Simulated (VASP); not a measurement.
A run of VASP 6.6.1 is set up as follows.

Contents of INCAR:

```
ALGO = Normal
EDIFF = 1E-6
ENCUT = 520
GGA = PE
ISIF = 2
ISMEAR = -1
ISYM = 0
LASPH = True
LCHARG = False
LREAL = Auto
LWAVE = False
NBANDS = 128
NELM = 60
PREC = Accurate
SIGMA = 0.1887
```

Contents of KPOINTS:

```
Automatic mesh
0
Gamma
  1 1 1
  0.25 0.25 0.25
```

The input POSCAR:

```
Zr3Nb6Ni11
1.0
    6.8173460000     -0.1384310000     -0.2966090000
   -0.1384310000      6.6843640000     -0.0322140000
   -0.2966090000     -0.0322140000      6.7019700000
Ni Nb Zr
11 6 3
Direct
    0.7022577578      0.9565146284      0.2912616937
    0.3989099127      0.4723848043      0.6443000602
    0.5646993137      0.2152924162      0.8417764222
    0.8206461146      0.2014586510      0.5134752636
    0.6440218353      0.6299737151      0.0660593297
    0.8285736943      0.9654181758      0.8792206465
    0.8077930531      0.6615973538      0.3978374100
    0.6439619742      0.7430231674      0.6812879893
    0.4454870068      0.0073915553      0.5470799731
    0.1596398182      0.4832632809      0.3369832229
    0.4488436750      0.6934999891      0.3567853157
    0.8686570688      0.4719960849      0.7795545767
    0.8304791394      0.2827078174      0.1342242261
    0.4886968689      0.9275504290     -0.0206773532
    0.0369177866      0.6989445193      0.0840322989
    0.2463016959      0.4322234806     -0.0418673991
    0.5149641146      0.3476448530      0.2726374517
    0.1187205314      0.7603787969      0.6687792426
    0.1677063863      0.0698986000      0.2832595397
    0.1452005823      0.1618332950      0.7422359541
```

Potentials or basis: VASP PAW PBE potentials, release 64 (Ni, Nb_sv, Zr_sv).

Launch:

```console
$ cat potpaw_PBE.64/Ni/POTCAR potpaw_PBE.64/Nb_sv/POTCAR potpaw_PBE.64/Zr_sv/POTCAR > POTCAR
$ mpirun -np 1 vasp_std > vasp.out
```

Task: What does it give for the band gap on the k mesh?

Result: 0.12 eV.

Task: Estimate the pressure.

Result: 5.8 GPa.

Stress tensor (GPa, compression positive):
```
 3.85 -1.07  3.29
-1.07 10.17  0.69
 3.29  0.69  3.31
```

Caveat: the k points lie up to 0.94 Å⁻¹ apart. Spin polarisation is off, so any magnetic state and its effect on volume and gap are missing.
